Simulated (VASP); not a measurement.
# TiO2 (I4_1/amd) in VASP: notebook

Runs on TiO2. Level: r2SCAN. Tasks: single point.

Program: VASP 6.6.1. These are calculated values, not measurements. Logs are shortened: lines on timing, memory, paths and dates and some standing lists are left out, and cuts for length are marked.

**1. The cell of the first run**

The structure is tetragonal, space group I4_1/amd (No. 141). Conventional cell: a = 3.778 Å, b = 3.778 Å, c = 9.583 Å, α = 90.00°, β = 90.00°, γ = 90.00°. Ti (site symmetry -4m2) has 6 O at 1.93 to 1.99 Å within 2.6 Å. Within 2.6 Å of O (site symmetry 2mm) lie 3 Ti at 1.93 to 1.99 Å and 2 O at 2.46 Å.

**2. Single point, r2SCAN**

POSCAR

```
TiO2
1.0
   -1.8889722131      1.8889722131      4.7913989082
    1.8889722131     -1.8889722131      4.7913989082
    1.8889722131      1.8889722131     -4.7913989082
Ti O
2 4
Direct
    0.0000000000      0.0000000000      0.0000000000
    0.7500000000      0.2500000000      0.5000000000
    0.2073045411      0.2073045411      0.0000000000
    0.9573045411      0.4573045411      0.5000000000
    0.5426954589      0.0426954589      0.5000000000
    0.7926954589      0.7926954589      0.0000000000
```

INCAR.step1

```
ALGO     = Normal         # electronic algorithm
EDIFF    = 1E-4           # SCF threshold, eV
ENCUT    = 520            # plane-wave cutoff, eV
GGA      = PE             # functional
ISMEAR   = 0              # smearing method
LASPH    = T              # aspherical terms in the spheres
LCHARG   = F              # write CHGCAR
LREAL    = F              # projectors in reciprocal space
LWAVE    = T              # write WAVECAR
NBANDS   = 33             # bands
NELM     = 80             # most SCF steps
PREC     = Accurate       # precision mode
SIGMA    = 0.02           # smearing width, eV
```

INCAR.step2

```
ALGO     = Normal         # electronic algorithm
EDIFF    = 1E-6           # SCF threshold, eV
ENCUT    = 520            # plane-wave cutoff, eV
ISIF     = 2              # what is computed and relaxed
ISMEAR   = 0              # smearing method
ISTART   = 1            
LASPH    = T              # aspherical terms in the spheres
LCHARG   = F              # write CHGCAR
LMIXTAU  = T            
LREAL    = F              # projectors in reciprocal space
LWAVE    = F              # write WAVECAR
METAGGA  = R2SCAN         # meta-GGA
NBANDS   = 33             # bands
NELM     = 80             # most SCF steps
PREC     = Accurate       # precision mode
SIGMA    = 0.02           # smearing width, eV
```

KPOINTS

```
k-points
0
Gamma
  8 8 8
```

Potentials or basis: VASP PAW PBE potentials, release 64 (Ti_sv, O).

On the command line:

```bash
cat potpaw_PBE.64/Ti_sv/POTCAR potpaw_PBE.64/O/POTCAR > POTCAR
cp INCAR.step1 INCAR
mpirun -np 1 vasp_std > vasp.out
cp INCAR.step2 INCAR
mpirun -np 1 vasp_std > vasp.out
```

OUTCAR:

```text
EDIFF = 1E-6
   ENCUT = 520
   ISIF = 2
   ISMEAR = 0
   ISTART = 1
   LASPH = T
   LREAL = F
   METAGGA = R2SCAN
   NELM = 80
   PREC = Accurate

 ion  position               nearest neighbor table
   1  0.000  0.000  0.000-   5 1.93   4 1.93   5 1.93   4 1.93   3 1.99   6 1.99
   2  0.750  0.250  0.500-   6 1.93   3 1.93   6 1.93   3 1.93   4 1.99   5 1.99
   3  0.207  0.207  0.000-   2 1.93   2 1.93   1 1.99
   4  0.957  0.457  0.500-   1 1.93   1 1.93   2 1.99
   5  0.543  0.043  0.500-   1 1.93   1 1.93   2 1.99
   6  0.793  0.793  0.000-   2 1.93   2 1.93   1 1.99

  LATTYP: Found a body centered tetragonal cell.
 ALAT       =     3.7779444262
 C/A-ratio  =     2.5365110588

  Lattice vectors:

 A1 = (  -1.8889722131,   1.8889722131,   4.7913989082)
 A2 = (   1.8889722131,  -1.8889722131,   4.7913989082)
 A3 = (   1.8889722131,   1.8889722131,  -4.7913989082)

Analysis of symmetry for initial positions (statically):
=====================================================================
 Subroutine PRICEL returns:
 Original cell was already a primitive cell.

 Routine SETGRP: Setting up the symmetry group for a
 body centered tetragonal supercell.

 Subroutine GETGRP returns: Found 16 space group operations
 (whereof  8 operations were pure point group operations)
 out of a pool of 16 trial point group operations.

The static configuration has the point symmetry D_2d.
 The point group associated with its full space group is D_4h.

Analysis of symmetry for dynamics (positions and initial velocities):
=====================================================================
 Subroutine PRICEL returns:
 Original cell was already a primitive cell.

 Routine SETGRP: Setting up the symmetry group for a
 body centered tetragonal supercell.

 Subroutine GETGRP returns: Found 16 space group operations
 (whereof  8 operations were pure point group operations)
 out of a pool of 16 trial point group operations.

The dynamic configuration has the point symmetry D_2d.
 The point group associated with its full space group is D_4h.

 Subroutine INISYM returns: Found 16 space group operations
 (whereof  8 operations are pure point group operations),
 and found     1 'primitive' translations

----------------------------------------------------------------------------------------

                                     Primitive cell

  volume of cell :      68.3870

  direct lattice vectors                    reciprocal lattice vectors
[... 100 lines left out ...]
   NFREE  =      0    steps in history (QN), initial steepest desc. (CG)
   ISIF   =      2    stress and relaxation
   ISYM   =      2    0-nonsym 1-usesym 2-fastsym
   POTIM  = 0.5000    time-step for ionic-motion
   TEBEG  =    0.0;   TEEND  =   0.0 temperature during run
   PSTRESS=    0.0 pullay stress
   NELECT =      48.0000    total number of electrons
   NUPDOWN=      -1.0000    fix difference up-down
   EMIN   =  10.00;   EMAX   =-10.00  energy-range for DOS
   EFERMI =   0.00;   METHOD = LEGACY
   ISMEAR =     0;   SIGMA  =   0.02  broadening in eV -4-tet -1-fermi 0-gaus
   EFERMI_NEDOS =   21; number of points for ismear=-14 and -15
   IALGO  =     38    algorithm
   IMIX   =      4    mixing-type and parameters
     AMIX     =   0.40;   BMIX     =  1.00
     AMIX_MAG =   1.60;   BMIX_MAG =  1.00
  volume/ion in A,a.u.               =      11.40        76.92
  Fermi-wavevector in a.u.,A,eV,Ry     =   1.454892  2.749347 28.799598  2.116711
  Thomas-Fermi vector in A             =   2.571990
   LORBIT       =      0    0 simple, 1 ext, 2 COOP (PROOUT), +10 PAW based schemes
   METAGGA = R2SCAN    functional components
   LHFCALC =     F    Hartree Fock is set to
   AEXX    =    0.0000 exact exchange contribution
   IVDW    =     0    specifies the selected vdW correction
   LEPSILON=     F    determine dielectric tensor
   LRPA    =     F    only Hartree local field effects (RPA)
 non-spin polarized calculation
 Gauss-broadening in eV      SIGMA  =   0.02
  energy-cutoff  :      520.00
  volume of cell :       68.39
 maximum number of plane-waves:      1858
 NGX is ok and might be reduce to    42
   NGX = 21   NGY = 21   NGZ = 21

 number of electron      47.9999993 magnetization

 Free energy of the ion-electron system (eV)
  ---------------------------------------------------
  ext. energy  EPLUGINS =         0.00000000
  ---------------------------------------------------
  free energy    TOTEN  =       -69.85812938 eV

  energy without entropy =      -69.85812938  energy(sigma->0) =      -69.85812938

 E-fermi :   3.1031     XC(G=0): -11.4457

 val. band max:        2.9783944816   @ k =  -0.3750   0.3750   0.0000
 cond. band min:       5.5682545884   @ k =   0.0000   0.0000   0.0000
 fundamental gap:      2.5898601068
 Fermi energy:         3.1031469684

 k-point     1 :       0.0000    0.0000    0.0000
  band No.  band energies     occupation
      1     -55.5687      2.00000
      2     -55.5097      2.00000
      3     -30.9859      2.00000
      4     -30.7379      2.00000
      5     -30.7379      2.00000
      6     -30.6688      2.00000
[... 853 lines left out ...]
     32      10.0403      0.00000
     33      10.6609      0.00000

 [... further k-points ...]

------------------------ aborting loop because EDIFF is reached ----------------------------------------

  FORCE on cell =-STRESS in cart. coord.  units (eV):
  Direction    XX          YY          ZZ          XY          YZ          ZX
  --------------------------------------------------------------------------------------
  -------------------------------------------------------------------------------------
  Total        0.5529826      0.5529826      0.4587250      0.0000000      0.0000000      0.0000000
  in kB       12.9553341     12.9553341     10.7470569      0.0000000      0.0000000      0.0000000
  external PRESSURE =      12.2192417 kB  Pullay stress =       0.0000000 kB

 VOLUME and BASIS-vectors are now :
 -----------------------------------------------------------------------------
  energy-cutoff  :      520.00
  volume of cell :       68.39
      direct lattice vectors                 reciprocal lattice vectors
    -1.888972213  1.888972213  4.791398908     0.000000000  0.264694206  0.104353657
     1.888972213 -1.888972213  4.791398908     0.264694206  0.000000000  0.104353657
     1.888972213  1.888972213 -4.791398908     0.264694206  0.264694206  0.000000000

 POSITION                                       TOTAL-FORCE (eV/Angst)
 -----------------------------------------------------------------------------------
      0.00000      0.00000      0.00000        -0.000000     -0.000000      0.000000
     -0.00000      1.88897      2.39570        -0.000000     -0.000000      0.000000
      0.00000      0.00000      1.98656        -0.000000      0.000000      0.024290
      0.00000      1.88897      4.38226         0.000000     -0.000000      0.024290
     -0.00000      1.88897      0.40914         0.000000     -0.000000     -0.024290
      0.00000      0.00000      7.59624        -0.000000      0.000000     -0.024290
 -----------------------------------------------------------------------------------
    total drift:                               -0.000000     -0.000000      0.000000

  FREE ENERGIE OF THE ION-ELECTRON SYSTEM (eV)
  ---------------------------------------------------
  free  energy   TOTEN  =       -69.8581293789 eV

  energy  without entropy=      -69.8581293789  energy(sigma->0) =      -69.85812938
```

OSZICAR.step1:

```text
N       E                     dE             d eps       ncg     rms          rms(c)
DAV:   1     0.661253534041E+03    0.66125E+03   -0.24305E+04  3894   0.169E+03
DAV:   2     0.291802189270E+02   -0.63207E+03   -0.58584E+03  4292   0.507E+02
DAV:   3    -0.660388778441E+02   -0.95219E+02   -0.93617E+02  5304   0.190E+02
DAV:   4    -0.708902563632E+02   -0.48514E+01   -0.48406E+01  5857   0.415E+01
DAV:   5    -0.710713565932E+02   -0.18110E+00   -0.18108E+00  5009   0.628E+00    0.322E+01
DAV:   6    -0.539332654226E+02    0.17138E+02   -0.78545E+01  5396   0.889E+01    0.109E+01
DAV:   7    -0.540462143111E+02   -0.11295E+00   -0.14919E+01  5212   0.324E+01    0.947E+00
DAV:   8    -0.539002165726E+02    0.14600E+00   -0.53028E-01  5116   0.615E+00    0.673E+00
DAV:   9    -0.538949048113E+02    0.53118E-02   -0.83079E-01  5440   0.104E+01    0.238E+00
DAV:  10    -0.538457227545E+02    0.49182E-01   -0.39105E-01  5397   0.620E+00    0.934E-01
DAV:  11    -0.538349483355E+02    0.10774E-01   -0.44408E-02  4990   0.148E+00    0.475E-01
DAV:  12    -0.538345609308E+02    0.38740E-03   -0.80258E-03  4755   0.105E+00    0.165E-01
DAV:  13    -0.538341658572E+02    0.39507E-03   -0.11244E-03  5377   0.370E-01    0.253E-02
DAV:  14    -0.538341514061E+02    0.14451E-04   -0.11802E-04  3030   0.122E-01
   1 F= -.53834151E+02 E0= -.53834151E+02  d E =-.149537E-56
```

Wall time 24 min (1 thread of Intel Xeon 6975P-C, shared host); peak memory 0.34 GiB.

Results:

```
Free energy            : -69.8581 eV
Pressure               : 1.2 GPa
Largest force          : 0.024 eV/Å
Band gap on the k mesh : 2.59 eV, indirect (least direct gap 2.90 eV)
```

Forces in eV/Å, atoms in the order of the input:
```
Ti   0.000  0.000  0.000
Ti   0.000  0.000  0.000
O    0.000  0.000  0.024
O    0.000  0.000  0.024
O    0.000  0.000 -0.024
O    0.000  0.000 -0.024
```

Caveat: the PAW data sets were made with another functional, which shifts forces and pressure a little. A k mesh can miss the band edges.

**3. Single point, r2SCAN**

POSCAR is that of step 2.

INCAR.step1

```
SYSTEM = TiO2
  PREC = Accurate
  ENCUT = 520
  ISMEAR = 0
  SIGMA = 0.05
  LREAL = .False.
  LASPH = .True.
  NELM = 60
  NBANDS = 33
  GGA = PE
  ALGO = Normal
  EDIFF = 1E-4
  LWAVE = .True.
  LCHARG = .False.
```

INCAR.step2

```
SYSTEM = TiO2
  PREC = Accurate
  ENCUT = 520
  EDIFF = 1E-6
  ISMEAR = 0
  SIGMA = 0.05
  LREAL = .False.
  LASPH = .True.
  NELM = 60
  ALGO = Normal
  ISIF = 2
  LWAVE = .False.
  LCHARG = .False.
  METAGGA = R2SCAN
  LMIXTAU = .True.
  NBANDS = 33
  ISTART = 1
```

KPOINTS

```
Automatic mesh
0
Gamma
  8 8 8
  0 0 0
```

Potentials or basis: VASP PAW PBE potentials, release 64 (Ti_sv, O).

On the command line:

```bash
cat potpaw_PBE.64/Ti_sv/POTCAR potpaw_PBE.64/O/POTCAR > POTCAR
cp INCAR.step1 INCAR
mpirun -np 1 vasp_std > vasp.out
cp INCAR.step2 INCAR
mpirun -np 1 vasp_std > vasp.out
```

Wall time 22 min (1 thread of Intel Xeon 6975P-C, shared host); peak memory 0.34 GiB.

The run converged. Its results:

| Property | Result |
| --- | --- |
| Free energy | -69.8581 eV |
| Pressure | 1.2 GPa |
| Largest force | 0.024 eV/Å |
| Band gap on the k mesh | 2.59 eV, indirect (least direct gap 2.90 eV) |

Forces in eV/Å, atoms in the order of the input:
```
Ti   0.000  0.000  0.000
Ti   0.000  0.000  0.000
O    0.000  0.000  0.024
O    0.000  0.000  0.024
O    0.000  0.000 -0.024
O    0.000  0.000 -0.024
```

Stress tensor (GPa, compression positive):
```
1.30 0.00 0.00
0.00 1.30 0.00
0.00 0.00 1.07
```

Levels at points of the mesh, in eV from the valence-band top:
```
           k point  band 22  band 23  band 24  band 25  band 26  band 27
(0.00, 0.00, 0.00)    -0.76    -0.44    -0.44     2.59     3.31     4.50
(0.50, 0.00, 0.00)    -0.93    -0.84    -0.65     3.71     3.99     4.04
(0.50, 0.50, 0.00)    -2.05    -0.01    -0.01     3.77     3.77     4.24
(0.50, 0.50, 0.50)    -1.26    -0.09    -0.09     2.94     2.94     4.26
```

Caveat: the PAW data sets were made with another functional, which shifts forces and pressure a little. A k mesh can miss the band edges.
